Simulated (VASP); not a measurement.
# Ti in VASP: notebook

Runs on Ti. Level: PBEsol. Tasks: single point.

All numbers are computed with VASP 6.6.1; they aren't measurements. Logs are shortened: lines on timing, memory, paths and dates and some standing lists are left out, and cuts for length are marked.

**1. The cell of the first run**

Symmetry: P6_3/mmc, No. 194, hexagonal system. The conventional cell has a = 3.038 Å, b = 3.038 Å, c = 4.686 Å, α = 90.00°, β = 90.00°, γ = 120.00°. Within 3.9 Å of Ti (site symmetry -6m2) lie 12 Ti at 2.93 to 3.04 Å.

**2. Single point, PBEsol (equal xx and yy strain of +3 %)**

File INCAR:

```
PREC = Accurate
ENCUT = 520
EDIFF = 1E-6
ISMEAR = -1
SIGMA = 0.08
LREAL = False
LASPH = True
NELM = 80
ALGO = Normal
ISIF = 2
LWAVE = False
LCHARG = False
GGA = PS
NBANDS = 19
```

File KPOINTS:

```
Automatic mesh
0
Gamma
  13 13 7
```

File POSCAR:

```
Ti
1.0
    3.0384977962      0.0000000000      0.0000000000
   -1.5192488981      2.6314162808      0.0000000000
    0.0000000000      0.0000000000      4.6860000000
Ti
2
Direct
    0.3333333333      0.6666666667      0.2500000000
    0.6666666667      0.3333333333      0.7500000000
```

Potentials or basis: VASP PAW PBE potentials, release 64 (Ti_sv).

On the command line:

```console
cat potpaw_PBE.64/Ti_sv/POTCAR > POTCAR
mpirun -np 1 vasp_std > vasp.out
```

OUTCAR:

```text
PREC = Accurate
   ENCUT = 520
   EDIFF = 1E-6
   ISMEAR = -1
   LREAL = False
   LASPH = True
   NELM = 80
   ISIF = 2
   GGA = PS

 ion  position               nearest neighbor table
   1  0.333  0.667  0.250-
   2  0.667  0.333  0.750-

  LATTYP: Found a hexagonal cell.
 ALAT       =     3.0384977962
 C/A-ratio  =     1.5422094450

  Lattice vectors:

 A1 = (   3.0384977962,   0.0000000000,   0.0000000000)
 A2 = (  -1.5192488981,   2.6314162808,   0.0000000000)
 A3 = (   0.0000000000,   0.0000000000,   4.6860000000)

Analysis of symmetry for initial positions (statically):
=====================================================================
 Subroutine PRICEL returns:
 Original cell was already a primitive cell.

 Routine SETGRP: Setting up the symmetry group for a
 hexagonal supercell.

 Subroutine GETGRP returns: Found 24 space group operations
 (whereof 12 operations were pure point group operations)
 out of a pool of 24 trial point group operations.

The static configuration has the point symmetry D_3d.
 The point group associated with its full space group is D_6h.

Analysis of symmetry for dynamics (positions and initial velocities):
=====================================================================
 Subroutine PRICEL returns:
 Original cell was already a primitive cell.

 Routine SETGRP: Setting up the symmetry group for a
 hexagonal supercell.

 Subroutine GETGRP returns: Found 24 space group operations
 (whereof 12 operations were pure point group operations)
 out of a pool of 24 trial point group operations.

The dynamic configuration has the point symmetry D_3d.
 The point group associated with its full space group is D_6h.

 Subroutine INISYM returns: Found 24 space group operations
 (whereof 12 operations are pure point group operations),
 and found     1 'primitive' translations

----------------------------------------------------------------------------------------

                                     Primitive cell

  volume of cell :      37.4672

  direct lattice vectors                    reciprocal lattice vectors
     3.038497796  0.000000000  0.000000000     0.329109997  0.190011745  0.000000000
    -1.519248898  2.631416281  0.000000000     0.000000000  0.380023491  0.000000000
     0.000000000  0.000000000  4.686000000     0.000000000  0.000000000  0.213401622

  length of vectors
     3.038497796  3.038497796  4.686000000     0.380023490  0.380023491  0.213401622

  position of ions in fractional coordinates (direct lattice)
     0.333333333  0.666666667  0.250000000
     0.666666667  0.333333333  0.750000000

  ion indices of the primitive-cell ions
   primitive index   ion index
                 1           1
                 2           2

----------------------------------------------------------------------------------------

 KPOINTS: Automatic mesh

Automatic generation of k-mesh.
 Grid dimensions read from file:
 generate k-points for:   13   13    7

 Generating k-lattice:

  Cartesian coordinates                     Fractional coordinates (reciprocal lattice)
     0.025316154  0.014616288  0.000000000     0.076923077  0.000000000  0.000000000
     0.000000000  0.029232576  0.000000000     0.000000000  0.076923077  0.000000000
     0.000000000  0.000000000  0.030485946     0.000000000  0.000000000  0.142857143

  Length of vectors
     0.029232576  0.029232576  0.030485946

  Shift w.r.t. Gamma in fractional coordinates (k-lattice)
     0.000000000  0.000000000  0.000000000

 Subroutine IBZKPT returns following result:
 ===========================================

 Found     84 irreducible k-points:

 Following reciprocal coordinates:
            Coordinates               Weight
  0.000000  0.000000  0.000000      1.000000
  0.076923  0.000000  0.000000      6.000000
  0.153846  0.000000  0.000000      6.000000
  0.230769  0.000000  0.000000      6.000000
  0.307692  0.000000  0.000000      6.000000
  0.384615  0.000000  0.000000      6.000000
[... 16 lines left out ...]
  0.076923  0.000000  0.142857     12.000000
  0.153846  0.000000  0.142857     12.000000
 [... further k-points ...]
   k-points           NKPTS =     84   k-points in BZ     NKDIM =     84   number of bands    NBANDS=     19
   number of dos      NEDOS =    301   number of ions     NIONS =      2
   total plane-waves  NPLWV =  20736
   dimension x,y,z NGX =    24 NGY =   24 NGZ =   36
   dimension x,y,z NGXF=    48 NGYF=   48 NGZF=   72
   ions per type =               2
   NGX,Y,Z   is equivalent  to a cutoff of  13.13, 13.13, 12.77 a.u.
   NGXF,Y,Z  is equivalent  to a cutoff of  26.26, 26.26, 25.54 a.u.
 SYSTEM =  unknown system
   PREC   = accura    normal or accurate (medium, high low for compatibility)
   ISTART =      0    job   : 0-new  1-cont  2-samecut
   ICHARG =      2    charge: 1-file 2-atom 10-const
   ISPIN  =      1    spin polarized calculation?
   LNONCOLLINEAR =      F non collinear calculations
   LSORBIT =      F    spin-orbit coupling
   LASPH  =      T    aspherical Exc in radial PAW
   ENCUT  =  520.0 eV  38.22 Ry    6.18 a.u.   5.65  5.65  8.71*2*pi/ulx,y,z
   NELM   =     80;   NELMIN=  2; NELMDL= -5     # of ELM steps
   EDIFF  = 0.1E-05   stopping-criterion for ELM
   LREAL  =      F    real-space projection
   EDIFFG = 0.1E-04   stopping-criterion for IOM
   NSW    =      0    number of steps for IOM
   IBRION =     -1    ionic relax: 0-MD 1-quasi-New 2-CG
   NFREE  =      0    steps in history (QN), initial steepest desc. (CG)
   ISIF   =      2    stress and relaxation
   ISYM   =      2    0-nonsym 1-usesym 2-fastsym
   POTIM  = 0.5000    time-step for ionic-motion
   TEBEG  =    0.0;   TEEND  =   0.0 temperature during run
   PSTRESS=    0.0 pullay stress
   NELECT =      24.0000    total number of electrons
   NUPDOWN=      -1.0000    fix difference up-down
   EMIN   =  10.00;   EMAX   =-10.00  energy-range for DOS
   EFERMI =   0.00;   METHOD = LEGACY
   ISMEAR =    -1;   SIGMA  =   0.08  broadening in eV -4-tet -1-fermi 0-gaus
   EFERMI_NEDOS =   21; number of points for ismear=-14 and -15
   IALGO  =     38    algorithm
   IMIX   =      4    mixing-type and parameters
     AMIX     =   0.40;   BMIX     =  1.00
     AMIX_MAG =   1.60;   BMIX_MAG =  1.00
  volume/ion in A,a.u.               =      18.73       126.42
  Fermi-wavevector in a.u.,A,eV,Ry     =   1.411221  2.666821 27.096606  1.991544
  Thomas-Fermi vector in A             =   2.533094
   LORBIT       =      0    0 simple, 1 ext, 2 COOP (PROOUT), +10 PAW based schemes
   GGA     = PS    functional components
   LHFCALC =     F    Hartree Fock is set to
   AEXX    =    0.0000 exact exchange contribution
   IVDW    =     0    specifies the selected vdW correction
   LEPSILON=     F    determine dielectric tensor
   LRPA    =     F    only Hartree local field effects (RPA)
 non-spin polarized calculation
  energy-cutoff  :      520.00
  volume of cell :       37.47
 maximum number of plane-waves:      1031
 NGX is ok and might be reduce to    24
   NGX = 11   NGY = 11   NGZ = 17

 number of electron      23.9999995 magnetization

 Free energy of the ion-electron system (eV)
  ---------------------------------------------------
  ext. energy  EPLUGINS =         0.00000000
  ---------------------------------------------------
  free energy    TOTEN  =       -16.54427863 eV

  energy without entropy =      -16.49190121  energy(sigma->0) =      -16.51808992

 E-fermi :   7.4276     XC(G=0): -11.2767

 val. band max:        7.4186734686   @ k =   0.1538   0.0000   0.4286
 cond. band min:       7.4286914124   @ k =   0.2308   0.2308   0.4286
 fundamental gap:      0.0100179438
 Fermi energy:         7.4275521628

 k-point     1 :       0.0000    0.0000    0.0000
  band No.  band energies     occupation
      1     -49.3263      2.00000
      2     -49.2134      2.00000
      3     -25.9538      2.00000
      4     -25.4407      2.00000
      5     -25.4407      2.00000
      6     -25.3617      2.00000
[... 11 lines left out ...]
     18       8.8030      0.00000
     19      10.3059      0.00000

 k-point     2 :       0.0769    0.0000    0.0000
  band No.  band energies     occupation
      1     -49.3222      2.00000
      2     -49.2122      2.00000
      3     -25.9434      2.00000
      4     -25.4597      2.00000
      5     -25.4475      2.00000
      6     -25.3675      2.00000
[... 11 lines left out ...]
     18       8.7251      0.00000
     19      10.3525      0.00000

 k-point     3 :       0.1538    0.0000    0.0000
  band No.  band energies     occupation
      1     -49.3104      2.00000
      2     -49.2089      2.00000
      3     -25.9137      2.00000
      4     -25.5127      2.00000
      5     -25.4659      2.00000
      6     -25.4222      2.00000
[... 11 lines left out ...]
     18       8.9720      0.00000
     19      10.4574      0.00000

 k-point     4 :       0.2308    0.0000    0.0000
  band No.  band energies     occupation
      1     -49.2931      2.00000
      2     -49.2051      2.00000
      3     -25.8680      2.00000
      4     -25.5883      2.00000
      5     -25.4972      2.00000
      6     -25.4907      2.00000
[... 11 lines left out ...]
     18       9.3629      0.00000
     19      10.5662      0.00000

 k-point     5 :       0.3077    0.0000    0.0000
  band No.  band energies     occupation
      1     -49.2732      2.00000
      2     -49.2023      2.00000
      3     -25.8123      2.00000
      4     -25.6695      2.00000
      5     -25.5742      2.00000
      6     -25.5162      2.00000
[... 11 lines left out ...]
     18       9.8219      0.00000
     19      10.6509      0.00000

 k-point     6 :       0.3846    0.0000    0.0000
  band No.  band energies     occupation
      1     -49.2548      2.00000
      2     -49.2019      2.00000
      3     -25.7556      2.00000
      4     -25.7375      2.00000
      5     -25.6363      2.00000
      6     -25.5368      2.00000
[... 11 lines left out ...]
     18      10.3559      0.00000
     19      10.7051      0.00000

 k-point     7 :       0.4615    0.0000    0.0000
  band No.  band energies     occupation
      1     -49.2426      2.00000
      2     -49.2035      2.00000
      3     -25.7760      2.00000
      4     -25.7141      2.00000
      5     -25.6707      2.00000
      6     -25.5482      2.00000
[... 11 lines left out ...]
     18      10.7307      0.00000
     19      11.1362      0.00000

 k-point     8 :       0.0769    0.0769    0.0000
  band No.  band energies     occupation
      1     -49.3142      2.00000
      2     -49.2099      2.00000
      3     -25.9234      2.00000
      4     -25.4922      2.00000
      5     -25.4660      2.00000
      6     -25.4001      2.00000
[... 256 lines left out ...]
 k-point    20 :       0.3846    0.2308    0.0000
  band No.  band energies     occupation
      1     -49.2271      2.00000
      2     -49.2087      2.00000
      3     -25.7401      2.00000
      4     -25.6554      2.00000
      5     -25.6365      2.00000
      6     -25.6162      2.00000
[... 11 lines left out ...]
     18      10.5771      0.00000
     19      12.0632      0.00000

 k-point    21 :       0.3077    0.3077    0.0000
  band No.  band energies     occupation
      1     -49.2223      2.00000
      2     -49.2115      2.00000
      3     -25.7269      2.00000
      4     -25.6414      2.00000
      5     -25.6348      2.00000
      6     -25.6143      2.00000
[... 11 lines left out ...]
     18      10.5535      0.00000
     19      12.3005      0.00000

 k-point    22 :       0.0000    0.0000    0.1429
  band No.  band energies     occupation
      1     -49.3208      2.00000
      2     -49.2191      2.00000
      3     -25.9255      2.00000
      4     -25.4361      2.00000
      5     -25.4361      2.00000
      6     -25.3921      2.00000
[... 11 lines left out ...]
     18       9.0051      0.00000
     19      10.3225      0.00000

 k-point    23 :       0.0769    0.0000    0.1429
  band No.  band energies     occupation
      1     -49.3168      2.00000
      2     -49.2177      2.00000
      3     -25.9166      2.00000
      4     -25.4544      2.00000
      5     -25.4427      2.00000
      6     -25.4068      2.00000
[... 11 lines left out ...]
     18       9.0036      0.00000
     19      10.3603      0.00000

 k-point    24 :       0.1538    0.0000    0.1429
  band No.  band energies     occupation
      1     -49.3054      2.00000
      2     -49.2140      2.00000
      3     -25.8914      2.00000
      4     -25.5055      2.00000
      5     -25.4605      2.00000
      6     -25.4548      2.00000
[... 11 lines left out ...]
     18       9.1085      0.00000
     19      10.4444      0.00000

 [... further k-points ...]

------------------------ aborting loop because EDIFF is reached ----------------------------------------

  FORCE on cell =-STRESS in cart. coord.  units (eV):
  Direction    XX          YY          ZZ          XY          YZ          ZX
  --------------------------------------------------------------------------------------
  -------------------------------------------------------------------------------------
  Total       -2.7361211     -2.7361211     -2.2417372      0.0000000     -0.0000000      0.0000000
  in kB     -117.0024972   -117.0024972    -95.8615660      0.0000000     -0.0000000      0.0000000
  external PRESSURE =    -109.9555201 kB  Pullay stress =       0.0000000 kB

 VOLUME and BASIS-vectors are now :
 -----------------------------------------------------------------------------
  energy-cutoff  :      520.00
  volume of cell :       37.47
      direct lattice vectors                 reciprocal lattice vectors
     3.038497796  0.000000000  0.000000000     0.329109997  0.190011745  0.000000000
    -1.519248898  2.631416281  0.000000000     0.000000000  0.380023491  0.000000000
     0.000000000  0.000000000  4.686000000     0.000000000  0.000000000  0.213401622

 POSITION                                       TOTAL-FORCE (eV/Angst)
 -----------------------------------------------------------------------------------
     -0.00000      1.75428      1.17150         0.000000     -0.000000      0.000000
      1.51925      0.87714      3.51450        -0.000000      0.000000      0.000000
 -----------------------------------------------------------------------------------
    total drift:                               -0.000000      0.000000     -0.000000

  FREE ENERGIE OF THE ION-ELECTRON SYSTEM (eV)
  ---------------------------------------------------
  free  energy   TOTEN  =       -16.5442786286 eV

  energy  without entropy=      -16.4919012079  energy(sigma->0) =      -16.51808992
```

It took 20 s on 1 thread of Intel Xeon 6975P-C (Granite Rapids), shared host; peak memory 0.18 GiB.

What came out:

* Free energy: -16.5443 eV
* Pressure: -11.0 GPa
* Band gap on the k mesh: zero (band 12 reaches 8.13 eV, above the bottom of band 13 at 7.13 eV)

Caveat: the cell differs from its parent crystal (equal xx and yy strain of +3 %); the PAW data sets were made with another functional, which shifts forces and pressure a little.

(Continued in part 2 of 2.)
